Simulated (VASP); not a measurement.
Li2TaO3:

```xyz
6
Lattice="3.7852 0.0000 0.0000 0.0000 3.7852 0.0000 0.0000 0.0000 7.6659" Properties=species:S:1:pos:R:3 pbc="T T T"
Li    0.0000    0.0000    7.5806
Li    0.0000    0.0000    4.2169
Ta    1.8926    1.8926    2.7605
O     1.8926    1.8926    0.9655
O     1.8926    0.0000    3.3372
O     0.0000    1.8926    3.3372
```

The cell was built from a structure type or drawn by symmetry, and may not be a known phase.

* Program: VASP 6.6.1
* Task: relaxation of cell and atoms
* Functional: PBE
* Potentials or basis: VASP PAW PBE potentials, release 64 (Li_sv, Ta_pv, O)
* Cutoff: 600 eV
* k mesh: 10 × 10 × 6
* Occupations: gaussian, width 0.1 eV
* Spin: no spin polarisation

At the start: pressure 0.6 GPa; volume 18.31 Å³/atom.

Where does the relaxation end?

Over 29 steps the energy falls by 2.9 meV/atom and the volume is 18.17 Å³/atom (-0.8 %); space group P4mm (No. 99, to 0.1 Å) before and after.

Step by step:
```csv
step,energy change (eV),largest force (eV/Å),pressure (GPa),volume (Å³)
1,0.0000,0.5379,0.56,109.84
2,0.0211,1.4726,-1.54,110.86
3,-0.0036,0.2477,-0.05,110.11
4,-0.0073,0.1228,-0.41,110.25
5,-0.0077,0.1182,-0.59,110.32
6,-0.0104,0.0861,-0.24,109.72
7,-0.0113,0.0769,0.11,109.13
8,-0.0120,0.0802,0.00,109.14
9,-0.0121,0.1923,-0.08,109.14
10,-0.0123,0.1879,-0.08,109.14
11,-0.0129,0.1741,-0.08,109.12
12,-0.0139,0.1463,-0.10,109.10
13,-0.0153,0.0918,-0.12,109.04
14,-0.0160,0.0360,-0.16,108.93
15,-0.0161,0.0379,-0.15,108.96
16,-0.0162,0.0356,-0.05,108.87
17,-0.0163,0.0338,0.06,108.77
18,-0.0163,0.0406,0.08,108.75
19,-0.0164,0.0476,0.08,108.75
20,-0.0164,0.0879,0.07,108.74
21,-0.0164,0.0851,0.07,108.76
22,-0.0166,0.0765,0.05,108.79
23,-0.0169,0.0586,0.03,108.86
24,-0.0172,0.0250,-0.02,108.99
25,-0.0170,0.0490,-0.12,109.26
26,-0.0173,0.0225,-0.05,109.06
27,-0.0173,0.0374,0.04,109.01
28,-0.0173,0.0194,0.00,109.03
29,-0.0173,0.0054,0.03,109.01
```

Final structure:
```
Li Ta O
1.0
     3.78697    0.00000    0.00000
     0.00000    3.78697    0.00000
     0.00000    0.00000    7.60137
Li Ta O
2 1 3
Direct
  0.00000 0.00000 0.00309
  0.00000 0.00000 0.54211
  0.50000 0.50000 0.35832
  0.50000 0.50000 0.11981
  0.50000 0.00000 0.43618
  0.00000 0.50000 0.43618
```

Caveat: the cutoff is under 1.25 times the usual one of these potentials, so pressure, stress and relaxed cells hold a basis-set (Pulay) error; an odd number of electrons without spin polarisation forces a metal; a magnetic or distorted state may lie lower.
